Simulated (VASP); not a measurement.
# BP (I-4m2) in VASP: notebook, part 2 of 2

VASP 6.6.1.

### 5 Single point, LDA (in-plane strain +0.01, then relaxed in part)

INCAR

```
  PREC = Accurate
  ENCUT = 520
  EDIFF = 1E-7
  ISMEAR = 0
  SIGMA = 0.01
  LREAL = False
  LASPH = True
  NELM = 80
  ALGO = Normal
  ISIF = 2
  LWAVE = False
  LCHARG = False
  GGA = CA
  NBANDS = 11
```

KPOINTS

```
Automatic mesh
0
Gamma
  8 8 8
```

POSCAR

```
BP
1.0
    2.2678361615      2.2678361615      0.0000000000
   -2.2678361615      2.2678361615      0.0000000000
    0.0000000000      2.2678361615      2.2346449287
B P
1 1
Direct
    0.0000000000      0.0000000000      0.0000000000
    0.7500000000      0.2500000000      0.5000000000
```

Potentials or basis: VASP PAW LDA potentials, release 64 (B, P).

Run with:

```console
cat potpaw_LDA.64/B/POTCAR potpaw_LDA.64/P/POTCAR > POTCAR
mpirun -np 1 vasp_std > vasp.out
```

OUTCAR:

```text
PREC = Accurate
   ENCUT = 520
   EDIFF = 1E-7
   ISMEAR = 0
   LREAL = False
   LASPH = True
   NELM = 80
   ISIF = 2
   GGA = CA

 ion  position               nearest neighbor table
   1  0.000  0.000  0.000-   2 1.95   2 1.95   2 1.95   2 1.95
   2  0.750  0.250  0.500-   1 1.95   1 1.95   1 1.95   1 1.95

  LATTYP: Found a body centered tetragonal cell.
 ALAT       =     3.2072046568
 C/A-ratio  =     1.3935156423

  Lattice vectors:

 A1 = (   2.2678361615,   0.0000000000,  -2.2346449287)
 A2 = (  -2.2678361615,   0.0000000000,  -2.2346449287)
 A3 = (   0.0000000000,   2.2678361615,   2.2346449287)

Analysis of symmetry for initial positions (statically):
=====================================================================
 Subroutine PRICEL returns:
 Original cell was already a primitive cell.

 Routine SETGRP: Setting up the symmetry group for a
 body centered tetragonal supercell.

 Subroutine GETGRP returns: Found  8 space group operations
 (whereof  8 operations were pure point group operations)
 out of a pool of 16 trial point group operations.

The static configuration has the point symmetry D_2d.

Analysis of symmetry for dynamics (positions and initial velocities):
[... 165 lines left out ...]

 k-point     1 :       0.0000    0.0000    0.0000
  band No.  band energies     occupation
      1      -7.9322      2.00000
      2       7.5552      2.00000
      3       7.5552      2.00000
      4       7.6976      2.00000
      5      10.9526      0.00000
      6      11.0349      0.00000
      7      11.0349      0.00000
      8      15.2176      0.00000
      9      18.9739      0.00000
     10      19.6346      0.00000
     11      20.0214      0.00000
[... 309 lines left out ...]
 k-point    24 :       0.3750    0.0000    0.1250
  band No.  band energies     occupation
      1      -6.1927      2.00000
      2       1.9379      2.00000
      3       4.5627      2.00000
      4       6.3632      2.00000
      5      12.0014      0.00000
      6      12.5611      0.00000
      7      13.3946      0.00000
      8      16.5396      0.00000
      9      17.4854      0.00000
     10      20.7871      0.00000
     11      22.4156      0.00000

 [... further k-points ...]
[... 5 lines left out ...]
  --------------------------------------------------------------------------------------
  -------------------------------------------------------------------------------------
  Total       -0.5749022     -0.5749022     -0.0144876      0.0000000      0.0000000      0.0000000
  in kB      -40.0721533    -40.0721533     -1.0098260      0.0000000      0.0000000      0.0000000
  external PRESSURE =     -27.0513775 kB  Pullay stress =       0.0000000 kB

 VOLUME and BASIS-vectors are now :
 -----------------------------------------------------------------------------
  energy-cutoff  :      520.00
  volume of cell :       22.99
      direct lattice vectors                 reciprocal lattice vectors
     2.267836162  2.267836162  0.000000000     0.220474481  0.220474481 -0.223749193
    -2.267836162  2.267836162  0.000000000    -0.220474481  0.220474481 -0.223749193
     0.000000000  2.267836162  2.234644929     0.000000000  0.000000000  0.447498387

 POSITION                                       TOTAL-FORCE (eV/Angst)
 -----------------------------------------------------------------------------------
      0.00000      0.00000      0.00000         0.000000      0.000000      0.000000
      1.13392      3.40175      1.11732        -0.000000     -0.000000      0.000000
 -----------------------------------------------------------------------------------
    total drift:                                0.000000      0.000000     -0.000000

  FREE ENERGIE OF THE ION-ELECTRON SYSTEM (eV)
  ---------------------------------------------------
  free  energy   TOTEN  =       -14.3917389388 eV

  energy  without entropy=      -14.3917389388  energy(sigma->0) =      -14.39173894
```

OSZICAR:

```text
N       E                     dE             d eps       ncg     rms          rms(c)
DAV:   1     0.815444493517E+01    0.81544E+01   -0.40370E+03  1306   0.661E+02
DAV:   2    -0.146334840648E+02   -0.22788E+02   -0.21756E+02  1749   0.112E+02
DAV:   3    -0.152530934016E+02   -0.61961E+00   -0.61790E+00  1635   0.159E+01
DAV:   4    -0.152554408978E+02   -0.23475E-02   -0.23473E-02  1496   0.115E+00
DAV:   5    -0.152554530281E+02   -0.12130E-04   -0.12130E-04  1617   0.834E-02    0.751E+00
DAV:   6    -0.145223042990E+02    0.73315E+00   -0.16602E+00  1466   0.556E+00    0.395E+00
DAV:   7    -0.144045813172E+02    0.11772E+00   -0.26690E-01  1633   0.259E+00    0.130E+00
DAV:   8    -0.143917012061E+02    0.12880E-01   -0.31997E-02  1504   0.962E-01    0.225E-01
DAV:   9    -0.143917417363E+02   -0.40530E-04   -0.81260E-04  1490   0.199E-01    0.160E-01
DAV:  10    -0.143917371268E+02    0.46095E-05   -0.12781E-04  1388   0.644E-02    0.347E-02
DAV:  11    -0.143917394700E+02   -0.23432E-05   -0.88613E-06  1593   0.146E-02    0.419E-02
DAV:  12    -0.143917389278E+02    0.54221E-06   -0.29247E-06  1480   0.711E-03    0.144E-02
DAV:  13    -0.143917389388E+02   -0.10976E-07   -0.91989E-08   814   0.195E-03
   1 F= -.14391739E+02 E0= -.14391739E+02  d E =-.699202E-12
```

stdout:

```text
POSCAR found type information on POSCAR B P
 POSCAR found :  2 types and       2 ions
 scaLAPACK will be used
 LDA part: xc-table for (Slater(with rela. corr.)+CA(PZ))
 , standard interpolation
 POSCAR, INCAR and KPOINTS ok, starting setup
 FFT: planning ... GRIDC
 FFT: planning ... GRID_SOFT
 FFT: planning ... GRID
 WAVECAR not read
 entering main loop
```

Run time: 8.2 s. Hardware: 1 thread of Intel Xeon 6975P-C, shared host; peak memory 0.13 GiB.

What came out:

* Free energy: -14.3917 eV
* Pressure: -2.7 GPa
* Band gap on the k mesh: 0.98 eV, indirect (least direct gap 3.25 eV)

Caveat: the cell differs from its parent crystal (in-plane strain +0.01, then relaxed in part).

### 6 Single point, LDA (in-plane strain +0.01)

INCAR

```
SYSTEM = BP
PREC = Accurate ; ENCUT = 520
EDIFF = 1E-6 ; ISMEAR = 0
SIGMA = 0.01 ; LREAL = .False.
LASPH = .True. ; NELM = 60
ALGO = Normal ; ISIF = 2
LWAVE = .False. ; LCHARG = .False.
GGA = CA ; NBANDS = 11
```

KPOINTS

```
regular mesh
0
Gamma
  8 8 8
  0 0 0
```

Changes to POSCAR since step 5:

```diff
@@ -4,3 +4,3 @@
    -2.2678361615      2.2678361615      0.0000000000
-    0.0000000000      2.2678361615      2.2346449287
+    0.0000000000      2.2678361615      2.2319100441
 B P
```

Potentials or basis: VASP PAW LDA potentials, release 64 (B, P).

Run with:

```console
cat potpaw_LDA.64/B/POTCAR potpaw_LDA.64/P/POTCAR > POTCAR
mpirun -np 1 vasp_std > vasp.out
```

Run time: 7.4 s. Hardware: 1 thread of Intel Xeon 6975P-C, shared host; peak memory 0.13 GiB.

Results (log left out):

```
Free energy            : -14.3917 eV
Pressure               : -2.5 GPa
Band gap on the k mesh : 0.96 eV, indirect (least direct gap 3.24 eV)
```

Stress tensor (GPa, compression positive):
```
-3.91  0.00  0.00
 0.00 -3.91  0.00
 0.00  0.00  0.32
```

Levels at points of the mesh, in eV from the valence-band top:
```csv
k point,band 1,band 2,band 3,band 4,band 5,band 6,band 7,band 8
"(0.00, 0.00, 0.00)",-15.65,-0.15,-0.15,0.00,3.24,3.33,3.33,7.53
"(0.50, 0.00, 0.00)",-12.25,-9.24,-1.97,-1.77,3.75,4.51,4.71,9.88
"(0.50, 0.50, 0.00)",-10.78,-8.73,-4.23,-4.20,1.23,1.51,11.89,12.22
"(0.00, 0.00, 0.50)",-10.62,-8.58,-4.38,-4.38,1.05,1.28,12.05,12.05
```

Caveat: the cell differs from its parent crystal (in-plane strain +0.01). A k mesh can miss the band edges.

### 7 Overview

| cell | gap on the mesh (eV) | pressure (GPa) |
| --- | --- | --- |
| a = 3.160, b = 3.160, c = 3.171 Å, angles 60.1, 60.1, 90.0°, 2 atoms | 1.12 | 1.2 |
| a = 3.191, b = 3.191, c = 3.179 Å, angles 59.9, 59.9, 90.0°, 2 atoms | 1.08 | -1.4 |
| a = 3.207, b = 3.207, c = 3.184 Å, angles 59.8, 59.8, 90.0°, 2 atoms | 0.98 | -2.7 |
| a = 3.207, b = 3.207, c = 3.182 Å, angles 59.7, 59.7, 90.0°, 2 atoms | 0.96 | -2.5 |

Alike in all rows: task single point; level LDA; potentials or basis VASP PAW LDA potentials, release 64 (B, P); no spin polarisation; k mesh 8 × 8 × 8; cutoff (eV) 520; smearing gaussian 0.01 eV.

Total energies depend on the potentials used, so only differences within one code and one set of settings carry meaning.
